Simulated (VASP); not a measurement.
# Si3Mo (Fm-3m) in VASP: relaxation of cell and atoms with PBE

Aim: the relaxation of cell and atoms of Si3Mo with PBE.

All numbers are computed with VASP 6.6.1; they aren't measurements. Logs are shortened: lines on timing, memory, paths and dates and some standing lists are left out, and cuts for length are marked.

### 1 The cell of the first run

Symmetry: Fm-3m, No. 225, cubic system. The conventional cell has a = 6.092 Å, b = 6.092 Å, c = 6.092 Å, α = 90.00°, β = 90.00°, γ = 90.00°. Si (site symmetry -43m) has 10 Si at 2.64 to 3.05 Å and 4 Mo at 2.64 Å within 3.5 Å. Si (site symmetry m-3m) has 8 Si at 2.64 Å and 6 Mo at 3.05 Å within 3.5 Å. Mo (site symmetry m-3m) has 14 Si at 2.64 to 3.05 Å within 3.5 Å.

The cell was generated, and may not be a known phase.

### 2 Relaxation of cell and atoms, PBE

Contents of INCAR:

```
SYSTEM = Si3Mo
  ALGO = Normal
  EDIFF = 1E-6
  EDIFFG = -0.01
  ENCUT = 600
  GGA = PE
  IBRION = 2
  ISIF = 3
  ISMEAR = 0
  LASPH = .True.
  LCHARG = .False.
  LREAL = .False.
  LWAVE = .False.
  NELM = 100
  NSW = 100
  PREC = Accurate
  SIGMA = 0.1
```

Contents of KPOINTS:

```
k-points
0
Gamma
  14 14 14
  0 0 0
```

Contents of POSCAR:

```
Si3Mo
1.0
    0.0000000000      3.0459659078      3.0459659078
    3.0459659078      0.0000000000      3.0459659078
    3.0459659078      3.0459659078      0.0000000000
Si Mo
3 1
Direct
    0.2500000000      0.2500000000      0.2500000000
    0.5000000000      0.5000000000      0.5000000000
    0.7500000000      0.7500000000      0.7500000000
    0.0000000000      0.0000000000      0.0000000000
```

Potentials or basis: VASP PAW PBE potentials, release 64 (Si, Mo_sv).

Started as:

```
cat potpaw_PBE.64/Si/POTCAR potpaw_PBE.64/Mo_sv/POTCAR > POTCAR
mpirun -np 1 vasp_std > vasp.out
```

OUTCAR:

```text
SYSTEM = Si3Mo
   EDIFF = 1E-6
   EDIFFG = -0.01
   ENCUT = 600
   GGA = PE
   IBRION = 2
   ISIF = 3
   ISMEAR = 0
   LASPH = .True.
   LREAL = .False.
   NELM = 100
   NSW = 100
   PREC = Accurate

 ion  position               nearest neighbor table
   1  0.250  0.250  0.250-   2 2.64   4 2.64   4 2.64   4 2.64   4 2.64   2 2.64   2 2.64   2 2.64
                             3 3.05   3 3.05   3 3.05   3 3.05   3 3.05   3 3.05
   2  0.500  0.500  0.500-   1 2.64   3 2.64   1 2.64   1 2.64   1 2.64   3 2.64   3 2.64   3 2.64
                             4 3.05   4 3.05   4 3.05   4 3.05   4 3.05   4 3.05
   3  0.750  0.750  0.750-   2 2.64   4 2.64   2 2.64   2 2.64   2 2.64   4 2.64   4 2.64   4 2.64
                             1 3.05   1 3.05   1 3.05   1 3.05   1 3.05   1 3.05
   4  0.000  0.000  0.000-   1 2.64   3 2.64   3 2.64   3 2.64   3 2.64   1 2.64   1 2.64   1 2.64
                             2 3.05   2 3.05   2 3.05   2 3.05   2 3.05   2 3.05

  LATTYP: Found a face centered cubic cell.
 ALAT       =     6.0919318156

  Lattice vectors:

 A1 = (   0.0000000000,   3.0459659078,   3.0459659078)
 A2 = (   3.0459659078,   0.0000000000,   3.0459659078)
 A3 = (   3.0459659078,   3.0459659078,   0.0000000000)

Analysis of symmetry for initial positions (statically):
=====================================================================
 Subroutine PRICEL returns:
 Original cell was already a primitive cell.

 Routine SETGRP: Setting up the symmetry group for a
 face centered cubic supercell.

 Subroutine GETGRP returns: Found 48 space group operations
 (whereof 48 operations were pure point group operations)
 out of a pool of 48 trial point group operations.

The static configuration has the point symmetry O_h .

Analysis of symmetry for dynamics (positions and initial velocities):
=====================================================================
 Subroutine PRICEL returns:
 Original cell was already a primitive cell.

 Routine SETGRP: Setting up the symmetry group for a
 face centered cubic supercell.

 Subroutine GETGRP returns: Found 48 space group operations
 (whereof 48 operations were pure point group operations)
 out of a pool of 48 trial point group operations.

The dynamic configuration has the point symmetry O_h .

 Subroutine INISYM returns: Found 48 space group operations
 (whereof 48 operations are pure point group operations),
 and found     1 'primitive' translations

----------------------------------------------------------------------------------------

                                     Primitive cell

  volume of cell :      56.5204

  direct lattice vectors                    reciprocal lattice vectors
     0.000000000  3.045965908  3.045965908    -0.164151542  0.164151542  0.164151542
     3.045965908  0.000000000  3.045965908     0.164151542 -0.164151542  0.164151542
     3.045965908  3.045965908  0.000000000     0.164151542  0.164151542 -0.164151542

  length of vectors
     4.307646297  4.307646297  4.307646297     0.284318811  0.284318811  0.284318811

  position of ions in fractional coordinates (direct lattice)
     0.250000000  0.250000000  0.250000000
     0.500000000  0.500000000  0.500000000
     0.750000000  0.750000000  0.750000000
     0.000000000  0.000000000  0.000000000

  ion indices of the primitive-cell ions
   primitive index   ion index
                 1           1
                 2           2
                 3           3
                 4           4

----------------------------------------------------------------------------------------

 KPOINTS: k-points

Automatic generation of k-mesh.
 Grid dimensions read from file:
 generate k-points for:   14   14   14

 Generating k-lattice:

  Cartesian coordinates                     Fractional coordinates (reciprocal lattice)
    -0.011725110  0.011725110  0.011725110     0.071428571  0.000000000  0.000000000
     0.011725110 -0.011725110  0.011725110     0.000000000  0.071428571  0.000000000
     0.011725110  0.011725110 -0.011725110     0.000000000  0.000000000  0.071428571

  Length of vectors
     0.020308486  0.020308486  0.020308486

  Shift w.r.t. Gamma in fractional coordinates (k-lattice)
     0.000000000  0.000000000  0.000000000

 Subroutine IBZKPT returns following result:
 ===========================================

 Found    104 irreducible k-points:

 Following reciprocal coordinates:
            Coordinates               Weight
  0.000000  0.000000  0.000000      1.000000
  0.071429  0.000000  0.000000      8.000000
  0.142857  0.000000  0.000000      8.000000
  0.214286  0.000000  0.000000      8.000000
  0.285714  0.000000  0.000000      8.000000
  0.357143  0.000000  0.000000      8.000000
[... 16 lines left out ...]
  0.214286  0.142857  0.000000     24.000000
  0.285714  0.142857  0.000000     24.000000
 [... further k-points ...]
   k-points           NKPTS =    104   k-points in BZ     NKDIM =    104   number of bands    NBANDS=     17
   number of dos      NEDOS =    301   number of ions     NIONS =      4
   total plane-waves  NPLWV =  46656
   dimension x,y,z NGX =    36 NGY =   36 NGZ =   36
   dimension x,y,z NGXF=    72 NGYF=   72 NGZF=   72
   ions per type =               3   1
   NGX,Y,Z   is equivalent  to a cutoff of  13.89, 13.89, 13.89 a.u.
   NGXF,Y,Z  is equivalent  to a cutoff of  27.79, 27.79, 27.79 a.u.
 SYSTEM =  Si3Mo
   PREC   = accura    normal or accurate (medium, high low for compatibility)
   ISTART =      0    job   : 0-new  1-cont  2-samecut
   ICHARG =      2    charge: 1-file 2-atom 10-const
   ISPIN  =      1    spin polarized calculation?
   LNONCOLLINEAR =      F non collinear calculations
   LSORBIT =      F    spin-orbit coupling
   LASPH  =      T    aspherical Exc in radial PAW
   ENCUT  =  600.0 eV  44.10 Ry    6.64 a.u.   8.60  8.60  8.60*2*pi/ulx,y,z
   NELM   =    100;   NELMIN=  2; NELMDL= -5     # of ELM steps
   EDIFF  = 0.1E-05   stopping-criterion for ELM
   LREAL  =      F    real-space projection
   EDIFFG = -.1E-01   stopping-criterion for IOM
   NSW    =    100    number of steps for IOM
   IBRION =      2    ionic relax: 0-MD 1-quasi-New 2-CG
   NFREE  =      1    steps in history (QN), initial steepest desc. (CG)
   ISIF   =      3    stress and relaxation
   ISYM   =      2    0-nonsym 1-usesym 2-fastsym
   POTIM  = 0.5000    time-step for ionic-motion
   TEBEG  =    0.0;   TEEND  =   0.0 temperature during run
   PSTRESS=    0.0 pullay stress
   NELECT =      26.0000    total number of electrons
   NUPDOWN=      -1.0000    fix difference up-down
   EMIN   =  10.00;   EMAX   =-10.00  energy-range for DOS
   EFERMI =   0.00;   METHOD = LEGACY
   ISMEAR =     0;   SIGMA  =   0.10  broadening in eV -4-tet -1-fermi 0-gaus
   EFERMI_NEDOS =   21; number of points for ismear=-14 and -15
   IALGO  =     38    algorithm
   IMIX   =      4    mixing-type and parameters
     AMIX     =   0.40;   BMIX     =  1.00
     AMIX_MAG =   1.60;   BMIX_MAG =  1.00
  volume/ion in A,a.u.               =      14.13        95.35
  Fermi-wavevector in a.u.,A,eV,Ry     =   1.263759  2.388158 21.729683  1.597087
  Thomas-Fermi vector in A             =   2.397099
   LORBIT       =      0    0 simple, 1 ext, 2 COOP (PROOUT), +10 PAW based schemes
   GGA     = PE    functional components
   LHFCALC =     F    Hartree Fock is set to
   AEXX    =    0.0000 exact exchange contribution
   IVDW    =     0    specifies the selected vdW correction
   LEPSILON=     F    determine dielectric tensor
   LRPA    =     F    only Hartree local field effects (RPA)
 conjugate gradient relaxation of ions
 non-spin polarized calculation
 Gauss-broadening in eV      SIGMA  =   0.10
  energy-cutoff  :      600.00
  volume of cell :       56.52
 maximum number of plane-waves:      1917
   NGX = 17   NGY = 17   NGZ = 17

--------------------------------------- Ionic step        1  -------------------------------------------

 number of electron      26.0000001 magnetization

 Free energy of the ion-electron system (eV)
  ---------------------------------------------------
  ext. energy  EPLUGINS =         0.00000000
  ---------------------------------------------------
  free energy    TOTEN  =       -25.61699449 eV

  energy without entropy =      -25.60184462  energy(sigma->0) =      -25.60941956

------------------------ aborting loop because EDIFF is reached ----------------------------------------

  FORCE on cell =-STRESS in cart. coord.  units (eV):
  Direction    XX          YY          ZZ          XY          YZ          ZX
  --------------------------------------------------------------------------------------
  -------------------------------------------------------------------------------------
  Total        0.0928999      0.0928999      0.0928999     -0.0000000     -0.0000000      0.0000000
  in kB        2.6334246      2.6334246      2.6334246     -0.0000000     -0.0000000      0.0000000
  external PRESSURE =       2.6334246 kB  Pullay stress =       0.0000000 kB
[... 61 lines left out ...]
  energy  without entropy=      -25.6018607793  energy(sigma->0) =      -25.60945016

--------------------------------------- Ionic step        3  -------------------------------------------

 number of electron      26.0000001 magnetization

 Free energy of the ion-electron system (eV)
  ---------------------------------------------------
  ext. energy  EPLUGINS =         0.00000000
  ---------------------------------------------------
  free energy    TOTEN  =       -25.61708698 eV

  energy without entropy =      -25.60192032  energy(sigma->0) =      -25.60950365

 E-fermi :  11.0279     XC(G=0): -11.9573

 val. band max:       11.0258223767   @ k =  -0.2857   0.3571   0.1429
 cond. band min:      11.0347002813   @ k =   0.4286   0.0714   0.0000
 fundamental gap:      0.0088779046
 Fermi energy:        11.0279395477

 k-point     1 :       0.0000    0.0000    0.0000
  band No.  band energies     occupation
      1     -49.3197      2.00000
      2     -23.4795      2.00000
      3     -23.4795      2.00000
      4     -23.4795      2.00000
      5      -2.2777      2.00000
      6       6.4155      2.00000
[... 9 lines left out ...]
     16      14.2540      0.00000
     17      14.2540      0.00000
[... 443 lines left out ...]
      1     -49.3192      2.00000
      2     -23.4918      2.00000
      3     -23.4829      2.00000
      4     -23.4826      2.00000
      5      -1.3670      2.00000
      6       3.8576      2.00000
[... 9 lines left out ...]
     16      12.4212      0.00000
     17      13.0121      0.00000

 [... further k-points ...]

------------------------ aborting loop because EDIFF is reached ----------------------------------------

  FORCE on cell =-STRESS in cart. coord.  units (eV):
  Direction    XX          YY          ZZ          XY          YZ          ZX
  --------------------------------------------------------------------------------------
  -------------------------------------------------------------------------------------
  Total        0.0025179      0.0025179      0.0025179     -0.0000000      0.0000000      0.0000000
  in kB        0.0712360      0.0712360      0.0712360     -0.0000000      0.0000000      0.0000000
  external PRESSURE =       0.0712360 kB  Pullay stress =       0.0000000 kB
[... 19 lines left out ...]
  FREE ENERGIE OF THE ION-ELECTRON SYSTEM (eV)
  ---------------------------------------------------
  free  energy   TOTEN  =       -25.6170869792 eV

  energy  without entropy=      -25.6019203174  energy(sigma->0) =      -25.60950365

 reached required accuracy - stopping structural energy minimisation
```

It took 3.4 min on 1 thread of AMD EPYC 7R13 (Zen 3), shared host; peak memory 0.26 GiB.

What came out:

| Property | Result |
| --- | --- |
| Free energy | -25.6171 eV |
| Relaxed volume | 14.16 Å³/atom |
| Relaxed cell | a = 4.310 Å, b = 4.310 Å, c = 4.310 Å, α = 60.00°, β = 60.00°, γ = 60.00° |
| Space group after relaxing (to 0.1 Å) | Fm-3m (No. 225) |
| Energy gained by relaxing | 0.0 meV/atom |
| Ionic steps | 3 |
| Pressure after relaxing | 0.0 GPa |
| Band gap on the k mesh | zero (bands 13 and 14 overlap by 2.11 eV) |

Final structure:
```
CELL_PARAMETERS angstrom
0.00000 3.04796 3.04796
3.04796 0.00000 3.04796
3.04796 3.04796 0.00000
ATOMIC_POSITIONS crystal
Si 0.25000 0.25000 0.25000
Si 0.50000 0.50000 0.50000
Si 0.75000 0.75000 0.75000
Mo 0.00000 0.00000 0.00000
```
